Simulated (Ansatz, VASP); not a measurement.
**Two plane-wave programs on AlN**

File INCAR:

```
SYSTEM = AlN
  PREC = Accurate
  ENCUT = 520
  EDIFF = 1E-6
  ISMEAR = 0
  SIGMA = 0.05
  LREAL = .False.
  LASPH = .True.
  NELM = 80
  ALGO = Normal
  ISIF = 2
  LWAVE = .False.
  LCHARG = .False.
  GGA = PS
  NBANDS = 26
```

Contents of KPOINTS:

```
regular mesh
0
Gamma
  8 8 3
  0 0 0
```

The input POSCAR:

```
AlN
1.0
   -3.1135599822      0.0000000000      0.0000000000
   -1.5567799911     -2.6964220408      0.0000000000
   -0.3891949978     -0.6741055102     11.1667009506
Al N
4 4
Direct
    0.3333333333      0.1315071300      0.8073048133
    0.3333333333      0.2430743354      0.3610359916
    0.6666666667      0.6321912715      0.1379015808
    0.6666666667      0.5206240660      0.5841704025
    0.3333333333      0.3120251258      0.0852328300
    0.3333333333      0.2004579204      0.5315016517
    0.6666666667      0.5895748564      0.3083672409
    0.6666666667      0.4780076510      0.7546360626
```

Input for Ansatz:

```yaml
crystal:
  lattice:
    - [-3.1135599822, 0.0, 0.0]
    - [-1.5567799911, -2.6964220408, 0.0]
    - [-0.3891949978, -0.6741055102, 11.1667009506]
  atoms:
    - { symbol: Al, position: [0.3333333333, 0.13150713, 0.8073048133] }
    - { symbol: Al, position: [0.3333333333, 0.2430743354, 0.3610359916] }
    - { symbol: Al, position: [0.6666666667, 0.6321912715, 0.1379015808] }
    - { symbol: Al, position: [0.6666666667, 0.520624066, 0.5841704025] }
    - { symbol: "N", position: [0.3333333333, 0.3120251258, 0.08523283] }
    - { symbol: "N", position: [0.3333333333, 0.2004579204, 0.5315016517] }
    - { symbol: "N", position: [0.6666666667, 0.5895748564, 0.3083672409] }
    - { symbol: "N", position: [0.6666666667, 0.478007651, 0.7546360626] }
basis:
  ecutwfc: 520.0
kpoints:
  mp_grid: { grid: [8, 8, 3] }
hamiltonian:
  xc: pbesol
  pseudopotentials: { kind: paw, azcp: { folder: soft_1 } }
scf:
  occupations: { method: gaussian, width: 0.05 }
output:
  forces: true
  stress: true
  eigenvalues: true
  write_density: true
  write_potential: true
  elf: true
  volumetric_format: npy
```

Alike in both runs: task single point; functional PBEsol; k mesh 8 × 8 × 3; occupations gaussian, width 0.05 eV; no spin polarisation.

|  | VASP | Ansatz |
| --- | --- | --- |
| version | VASP 6.6.1 | Ansatz 0.2.0 |
| potentials or method | VASP PAW PBE potentials, release 64 (Al, N), cutoff 520 eV | scalar-relativistic, plane waves, PAW |
| valence electrons in the cell | 32 | 32 |

|  | VASP | Ansatz | Ansatz less VASP |
| --- | --- | --- | --- |
| gap on the k mesh at the Fermi level (eV) | 0.37 | 0.36 | -0.012 |
| least direct gap on the mesh (eV) | 0.37 | 0.36 | -0.012 |
| pressure (GPa) | -3.9 | -4.0 | -0.01 |
| traceless stress, the component that is largest in VASP (GPa) | -5.22 | -5.10 | +0.123 |
| rms of the force components (eV/Å) | 0.736 | 0.740 | +0.0035 |

VASP's potentials were made for PBE, not for PBEsol, and Ansatz warns of the same on its side. Atom by atom the forces differ by 0.005 eV/Å (rms over components).
